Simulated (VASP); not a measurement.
KI:

```xyz
2
Lattice="0.0000 3.5882 3.5882 3.5882 0.0000 3.5882 3.5882 3.5882 0.0000" Properties=species:S:1:pos:R:3 pbc="T T T"
K     0.0000    0.0000    0.0000
I     3.5882    3.5882    3.5882
```

| Quantity | Value |
| --- | --- |
| Program | VASP 6.6.1 |
| Task | relaxation of cell and atoms |
| Functional | LDA |
| Potentials or basis | VASP PAW LDA potentials, release 64 (K_sv, I) |
| Cutoff | 600 eV |
| k mesh | 6 × 6 × 6 |
| Occupations | fermi-dirac, width 0.02 eV |
| Spin | no spin polarisation |

At the start: pressure -1.6 GPa; volume 46.20 Å³/atom.

**Question.** How do energy, volume and symmetry change on relaxing?

**Answer.** Over 21 steps the energy falls by 38.2 meV/atom and the volume is 39.75 Å³/atom (-14.0 %); space group Fm-3m (No. 225, to 0.1 Å) before and after.

Step by step:
```
step  energy change (eV)  largest force (eV/Å)  pressure (GPa)  volume (Å³)
   1              0.0000                0.0000           -1.65        92.40
   2             -0.0531                0.0000           -1.05        86.19
   3             -0.0761                0.0000           -0.13        80.22
   4             -0.0763                0.0000            0.03        79.49
   5             -0.0763                0.0000           -0.03        79.74
   6             -0.0763                0.0000           -0.03        79.74
   7             -0.0763                0.0000           -0.04        79.73
   8             -0.0763                0.0000           -0.03        79.73
   9             -0.0763                0.0000           -0.03        79.73
  10             -0.0763                0.0000           -0.03        79.73
  11             -0.0763                0.0000           -0.03        79.73
  12             -0.0763                0.0000           -0.03        79.73
  13             -0.0763                0.0000           -0.03        79.73
  14             -0.0763                0.0000           -0.03        79.73
  15             -0.0763                0.0000           -0.04        79.72
  16             -0.0763                0.0000           -0.03        79.71
  17             -0.0763                0.0000           -0.03        79.69
  18             -0.0763                0.0000           -0.02        79.64
  19             -0.0763                0.0000           -0.02        79.55
  20             -0.0763                0.0000            0.05        79.37
  21             -0.0763                0.0000            0.02        79.50
```

Final structure:
```xyz
2
Lattice="0.0000 3.4128 3.4128 3.4128 0.0000 3.4128 3.4128 3.4128 0.0000" Properties=species:S:1:pos:R:3 pbc="T T T"
K     0.0000    0.0000    0.0000
I     3.4128    3.4128    3.4128
```
